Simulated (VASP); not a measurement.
# HfN (Immm) in VASP: a series of runs

The runs below take HfN through single point, with PBE.

Program: VASP 6.6.1. These are calculated values, not measurements. Logs are shortened: lines on timing, memory, paths and dates and some standing lists are left out, and cuts for length are marked.

## (1) The cell of the first run

The structure is orthorhombic, space group Immm (No. 71). Conventional cell: a = 2.975 Å, b = 3.457 Å, c = 4.548 Å, α = 90.00°, β = 90.00°, γ = 90.00°. Hf (site symmetry mmm) has 6 N at 2.27 to 2.28 Å and 2 Hf at 2.97 Å within 3.0 Å. N (site symmetry mmm) has 6 Hf at 2.27 to 2.28 Å and 2 N at 2.97 Å within 3.0 Å.

## (2) Single point, PBE (strain -0.1500 x Voigt [0, 0, 0, 0, 1, 0])

Contents of INCAR:

```
ALGO = Normal
EDIFF = 1E-6
ENCUT = 520
GGA = PE
ISIF = 2
ISMEAR = 0
LASPH = T
LCHARG = F
LREAL = F
LWAVE = F
NBANDS = 14
NELM = 100
PREC = Accurate
SIGMA = 0.15
```

Contents of KPOINTS:

```
k-points
0
Gamma
  22 22 22
```

Contents of POSCAR:

```
HfN
1.0
   -0.1705422421      2.2738965619      2.2738965619
    2.1033543198      0.0000000000      2.1033543198
    2.2738965619      2.2738965619     -0.1705422421
Hf N
1 1
Direct
    0.0000000000      0.0000000000      0.0000000000
    0.5000000000      0.5000000000      0.5000000000
```

Potentials or basis: VASP PAW PBE potentials, release 64 (Hf_pv, N).

Started as:

```console
$ cat potpaw_PBE.64/Hf_pv/POTCAR potpaw_PBE.64/N/POTCAR > POTCAR
$ mpirun -np 1 vasp_std > vasp.out
```

OUTCAR:

```text
EDIFF = 1E-6
   ENCUT = 520
   GGA = PE
   ISIF = 2
   ISMEAR = 0
   LASPH = T
   LREAL = F
   NELM = 100
   PREC = Accurate

 ion  position               nearest neighbor table
   1  0.000  0.000  0.000-   2 2.27   2 2.27   2 2.28   2 2.28   2 2.28   2 2.28
   2  0.500  0.500  0.500-   1 2.27   1 2.27   1 2.28   1 2.28   1 2.28   1 2.28

  LATTYP: Found a body centered orthorhombic cell.
 ALAT       =     2.9745922055
 B/A-ratio  =     1.1621621621
 C/A-ratio  =     1.5288795269

  Lattice vectors:

 A1 = (   2.2738965619,  -2.2738965619,  -0.1705422421)
 A2 = (  -2.2738965619,  -2.2738965619,   0.1705422421)
 A3 = (   0.1705422421,   2.2738965619,  -2.2738965619)

Analysis of symmetry for initial positions (statically):
=====================================================================
 Subroutine PRICEL returns:
 Original cell was already a primitive cell.

 Routine SETGRP: Setting up the symmetry group for a
 body centered orthorhombic supercell.

 Subroutine GETGRP returns: Found  8 space group operations
 (whereof  8 operations were pure point group operations)
 out of a pool of  8 trial point group operations.

The static configuration has the point symmetry D_2h.

Analysis of symmetry for dynamics (positions and initial velocities):
=====================================================================
 Subroutine PRICEL returns:
 Original cell was already a primitive cell.

 Routine SETGRP: Setting up the symmetry group for a
 body centered orthorhombic supercell.

 Subroutine GETGRP returns: Found  8 space group operations
 (whereof  8 operations were pure point group operations)
 out of a pool of  8 trial point group operations.

The dynamic configuration has the point symmetry D_2h.

 Subroutine INISYM returns: Found  8 space group operations
 (whereof  8 operations are pure point group operations),
 and found     1 'primitive' translations

----------------------------------------------------------------------------------------

                                     Primitive cell

  volume of cell :      23.3826

  direct lattice vectors                    reciprocal lattice vectors
    -0.170542242  2.273896562  2.273896562    -0.204545927  0.219886871  0.204545927
     2.103354320  0.000000000  2.103354320     0.237715536 -0.219886871  0.237715536
     2.273896562  2.273896562 -0.170542242     0.204545927  0.219886871 -0.204545927

  length of vectors
     3.220294366  2.974592206  3.220294366     0.363356998  0.401705848  0.363356998

  position of ions in fractional coordinates (direct lattice)
     0.000000000  0.000000000  0.000000000
     0.500000000  0.500000000  0.500000000

  ion indices of the primitive-cell ions
   primitive index   ion index
                 1           1
                 2           2

----------------------------------------------------------------------------------------

 KPOINTS: k-points

Automatic generation of k-mesh.
 Grid dimensions read from file:
 generate k-points for:   22   22   22

 Generating k-lattice:

  Cartesian coordinates                     Fractional coordinates (reciprocal lattice)
    -0.009297542  0.009994858  0.009297542     0.045454545  0.000000000 -0.000000000
     0.010805252 -0.009994858  0.010805252     0.000000000  0.045454545 -0.000000000
     0.009297542  0.009994858 -0.009297542    -0.000000000  0.000000000  0.045454545

  Length of vectors
     0.016516227  0.018259357  0.016516227

  Shift w.r.t. Gamma in fractional coordinates (k-lattice)
     0.000000000  0.000000000  0.000000000

 Subroutine IBZKPT returns following result:
 ===========================================

 Found   1530 irreducible k-points:

 Following reciprocal coordinates:
            Coordinates               Weight
  0.000000  0.000000  0.000000      1.000000
  0.045455  0.000000 -0.000000      4.000000
  0.090909  0.000000 -0.000000      4.000000
  0.136364  0.000000 -0.000000      4.000000
  0.181818  0.000000 -0.000000      4.000000
  0.227273  0.000000 -0.000000      4.000000
[... 16 lines left out ...]
  0.454545  0.045455  0.000000      8.000000
  0.500000  0.045455 -0.000000      8.000000
 [... further k-points ...]
   k-points           NKPTS =   1530   k-points in BZ     NKDIM =   1530   number of bands    NBANDS=     14
   number of dos      NEDOS =    301   number of ions     NIONS =      2
   total plane-waves  NPLWV =  13824
   dimension x,y,z NGX =    24 NGY =   24 NGZ =   24
   dimension x,y,z NGXF=    48 NGYF=   48 NGZF=   48
   ions per type =               1   1
   NGX,Y,Z   is equivalent  to a cutoff of  12.39, 13.41, 12.39 a.u.
   NGXF,Y,Z  is equivalent  to a cutoff of  24.78, 26.83, 24.78 a.u.
 SYSTEM =  unknown system
   PREC   = accura    normal or accurate (medium, high low for compatibility)
   ISTART =      0    job   : 0-new  1-cont  2-samecut
   ICHARG =      2    charge: 1-file 2-atom 10-const
   ISPIN  =      1    spin polarized calculation?
   LNONCOLLINEAR =      F non collinear calculations
   LSORBIT =      F    spin-orbit coupling
   LASPH  =      T    aspherical Exc in radial PAW
   ENCUT  =  520.0 eV  38.22 Ry    6.18 a.u.   5.99  5.53  5.99*2*pi/ulx,y,z
   NELM   =    100;   NELMIN=  2; NELMDL= -5     # of ELM steps
   EDIFF  = 0.1E-05   stopping-criterion for ELM
   LREAL  =      F    real-space projection
   EDIFFG = 0.1E-04   stopping-criterion for IOM
   NSW    =      0    number of steps for IOM
   IBRION =     -1    ionic relax: 0-MD 1-quasi-New 2-CG
   NFREE  =      0    steps in history (QN), initial steepest desc. (CG)
   ISIF   =      2    stress and relaxation
   ISYM   =      2    0-nonsym 1-usesym 2-fastsym
   POTIM  = 0.5000    time-step for ionic-motion
   TEBEG  =    0.0;   TEEND  =   0.0 temperature during run
   PSTRESS=    0.0 pullay stress
   NELECT =      15.0000    total number of electrons
   NUPDOWN=      -1.0000    fix difference up-down
   EMIN   =  10.00;   EMAX   =-10.00  energy-range for DOS
   EFERMI =   0.00;   METHOD = LEGACY
   ISMEAR =     0;   SIGMA  =   0.15  broadening in eV -4-tet -1-fermi 0-gaus
   EFERMI_NEDOS =   21; number of points for ismear=-14 and -15
   IALGO  =     38    algorithm
   IMIX   =      4    mixing-type and parameters
     AMIX     =   0.40;   BMIX     =  1.00
     AMIX_MAG =   1.60;   BMIX_MAG =  1.00
  volume/ion in A,a.u.               =      11.69        78.90
  Fermi-wavevector in a.u.,A,eV,Ry     =   1.411913  2.668128 27.123176  1.993497
  Thomas-Fermi vector in A             =   2.533715
   LORBIT       =      0    0 simple, 1 ext, 2 COOP (PROOUT), +10 PAW based schemes
   GGA     = PE    functional components
   LHFCALC =     F    Hartree Fock is set to
   AEXX    =    0.0000 exact exchange contribution
   IVDW    =     0    specifies the selected vdW correction
   LEPSILON=     F    determine dielectric tensor
   LRPA    =     F    only Hartree local field effects (RPA)
 non-spin polarized calculation
 Gauss-broadening in eV      SIGMA  =   0.15
  energy-cutoff  :      520.00
  volume of cell :       23.38
 maximum number of plane-waves:       652
   NGX = 11   NGY = 11   NGZ = 11

 number of electron      15.0000000 magnetization

 Free energy of the ion-electron system (eV)
  ---------------------------------------------------
  ext. energy  EPLUGINS =         0.00000000
  ---------------------------------------------------
  free energy    TOTEN  =       -21.54928033 eV

  energy without entropy =      -21.54296661  energy(sigma->0) =      -21.54612347

 E-fermi :   8.0808     XC(G=0): -12.6613

 val. band max:        8.0797825530   @ k =  -0.1364   0.1364   0.0000
 cond. band min:       8.0820101966   @ k =   0.3182   0.1364   0.0455
 fundamental gap:      0.0022276436
 Fermi energy:         8.0808179671

 k-point     1 :       0.0000    0.0000    0.0000
  band No.  band energies     occupation
      1     -23.0635      2.00000
      2     -23.0111      2.00000
      3     -22.8527      2.00000
      4      -9.1323      2.00000
      5       4.9905      2.00000
      6       5.2270      2.00000
      7       5.8197      2.00000
      8       6.8534      2.00000
      9       7.1199      2.00000
     10       9.1759      0.00000
     11      10.0521      0.00000
     12      10.4720      0.00000
     13      10.8321      0.00000
     14      18.0085      0.00000

 k-point     2 :       0.0455    0.0000   -0.0000
  band No.  band energies     occupation
      1     -23.0751      2.00000
      2     -23.0177      2.00000
      3     -22.8544      2.00000
      4      -9.0889      2.00000
      5       4.7582      2.00000
      6       5.0471      2.00000
      7       5.7243      2.00000
      8       6.9944      2.00000
      9       7.2663      2.00000
     10       9.2343      0.00000
     11      10.2062      0.00000
     12      10.6042      0.00000
     13      10.9193      0.00000
     14      18.1225      0.00000

 k-point     3 :       0.0909    0.0000   -0.0000
  band No.  band energies     occupation
      1     -23.1188      2.00000
      2     -23.0267      2.00000
      3     -22.8592      2.00000
      4      -8.9612      2.00000
      5       4.1748      2.00000
      6       4.6850      2.00000
      7       5.4728      2.00000
      8       7.2633      2.00000
      9       7.6041      1.99999
     10       9.3977      0.00000
     11      10.6291      0.00000
     12      10.9751      0.00000
     13      11.1843      0.00000
     14      18.4528      0.00000
[... 324 lines left out ...]
 k-point    23 :       0.4545    0.0455    0.0000
  band No.  band energies     occupation
      1     -23.8210      2.00000
      2     -23.0471      2.00000
      3     -22.9470      2.00000
      4      -6.7596      2.00000
      5      -0.3763      2.00000
      6       2.2131      2.00000
      7       3.3277      2.00000
      8       9.5760      0.00000
      9      11.1170      0.00000
     10      12.2554      0.00000
     11      13.6306      0.00000
     12      15.9168      0.00000
     13      16.3679      0.00000
     14      19.1943      0.00000

 k-point    24 :       0.5000    0.0455   -0.0000
  band No.  band energies     occupation
      1     -23.8480      2.00000
      2     -23.0457      2.00000
      3     -22.9508      2.00000
      4      -6.6526      2.00000
      5      -0.5318      2.00000
      6       2.1434      2.00000
      7       3.2820      2.00000
      8       9.5769      0.00000
      9      11.7146      0.00000
     10      12.2216      0.00000
     11      13.4892      0.00000
     12      16.1932      0.00000
     13      16.5995      0.00000
     14      19.2026      0.00000

 [... further k-points ...]

------------------------ aborting loop because EDIFF is reached ----------------------------------------

  FORCE on cell =-STRESS in cart. coord.  units (eV):
  Direction    XX          YY          ZZ          XY          YZ          ZX
  --------------------------------------------------------------------------------------
  -------------------------------------------------------------------------------------
  Total        0.2599647     -0.6330149      0.2599647      0.0000000      0.0000000      2.9438837
  in kB       17.8128197    -43.3742696     17.8128197      0.0000000      0.0000000    201.7153403
  external PRESSURE =      -2.5828767 kB  Pullay stress =       0.0000000 kB

 VOLUME and BASIS-vectors are now :
 -----------------------------------------------------------------------------
  energy-cutoff  :      520.00
  volume of cell :       23.38
      direct lattice vectors                 reciprocal lattice vectors
    -0.170542242  2.273896562  2.273896562    -0.204545927  0.219886871  0.204545927
     2.103354320  0.000000000  2.103354320     0.237715536 -0.219886871  0.237715536
     2.273896562  2.273896562 -0.170542242     0.204545927  0.219886871 -0.204545927

 POSITION                                       TOTAL-FORCE (eV/Angst)
 -----------------------------------------------------------------------------------
      0.00000      0.00000      0.00000        -0.000000      0.000000     -0.000000
      2.10335      2.27390      2.10335         0.000000     -0.000000      0.000000
 -----------------------------------------------------------------------------------
    total drift:                                0.000000     -0.000000     -0.000000

  FREE ENERGIE OF THE ION-ELECTRON SYSTEM (eV)
  ---------------------------------------------------
  free  energy   TOTEN  =       -21.5492803309 eV

  energy  without entropy=      -21.5429666105  energy(sigma->0) =      -21.54612347
```

Wall time 10 min (1 thread of AMD EPYC 7R13, shared host); peak memory 0.56 GiB.

Results:

* Free energy: -21.5493 eV
* Pressure: -0.3 GPa
* Band gap on the k mesh: zero (an odd number of electrons rules out a gap without spin polarisation)

Stress tensor (GPa, compression positive):
```
 1.78  0.00 20.17
 0.00 -4.34  0.00
20.17  0.00  1.78
```

Levels at points of the mesh, in eV from the Fermi level:
```
           k point  band 4  band 5  band 6  band 7  band 8  band 9  band 10  band 11
(0.00, 0.00, 0.00)  -17.21   -3.09   -2.85   -2.26   -1.23   -0.96     1.10     1.97
(0.50, 0.00, 0.00)  -14.70   -8.69   -5.98   -4.78    1.45    4.01     4.34     4.88
(0.00, 0.50, 0.00)  -14.44   -8.49   -6.67   -5.78    2.73    3.45     4.47     5.93
(0.50, 0.50, 0.00)  -16.02   -5.27   -3.57   -3.48   -3.44    3.54     4.98     5.35
(0.50, 0.00, 0.50)  -16.14   -5.24   -3.97   -3.67   -2.79    4.41     5.60     5.64
```

Caveat: the cell differs from its parent crystal (strain -0.1500 x Voigt [0, 0, 0, 0, 1, 0]); spin-orbit coupling is left out, which moves the levels of the heavy elements.

[end of part 1 of 2]
